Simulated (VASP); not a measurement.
Runs of VASP 6.6.1 on In. The structure is that of space group Fm-3m (No. 225), or close to it. The cells are those of the table. 

```csv
cell,gap on the mesh (eV),pressure (GPa)
"a = 3.432 Å, angles 60.0°, 1 atom",none,-2.9
"a = 3.295 Å, angles 60.0°, 1 atom",none,(a)
"a = 3.365 Å, angles 60.0°, 1 atom",none,-1.0
"a = 3.399 Å, angles 60.0°, 1 atom",none,(b)
"a = 3.330 Å, angles 60.0°, 1 atom",none,0.2
```

Alike in all rows: task single point; level r2SCAN; potentials or basis VASP PAW PBE potentials, release 64 (In_d); no spin polarisation; k mesh 12 × 12 × 12; cutoff (eV) 520; smearing fermi-dirac 0.1 eV.

Estimate the missing entries.

(a) 1.7; (b) -2.1.

Caveats: the PAW data sets were made with another functional, which shifts forces and pressure a little; spin-orbit coupling is left out, which moves the levels of the heavy elements.

A k mesh can miss the band edges, and the runs leave out spin-orbit coupling on In.

A gap of «none» marks levels without a gap at the run's occupations.
